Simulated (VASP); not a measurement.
Si, 8 atoms in the cell. Symmetry: Ibca, No. 73, orthorhombic system. Conventional cell: a = 6.271 Å, b = 6.271 Å, c = 7.075 Å, α = 90.00°, β = 90.00°, γ = 90.00°. Si (site symmetry 1) has 4 Si at 2.25 to 2.45 Å within 3.0 Å.  This cell differs from its parent crystal: volume 17.390 Å^3 an atom, c/a of the conventional cell 1.1282.

* Program: VASP 6.6.1
* Task: single point
* Functional: PBEsol
* Potentials or basis: VASP PAW PBE potentials, release 64 (Si)
* Cutoff: 520 eV
* k mesh: 10 × 10 × 10
* Occupations: gaussian, width 0.15 eV
* Spin: no spin polarisation
* Dipole correction: no
* Further INCAR settings: ALGO = Normal; EDIFF = 1e-06; NBANDS = 26

Potentials or basis: VASP PAW PBE potentials, release 64 (Si).

Run with:

```sh
$ cat potpaw_PBE.64/Si/POTCAR > POTCAR
$ mpirun -np 1 vasp_std > vasp.out
```

Hardware: 1 thread of Intel Xeon 6975P-C, with other jobs on the host.

Question: Estimate the wall time of this run.

Answer: It took 11 min on 1 thread of Intel Xeon 6975P-C (shared host), peak memory 0.54 GiB. Counts: scf iterations 13, k points 171.
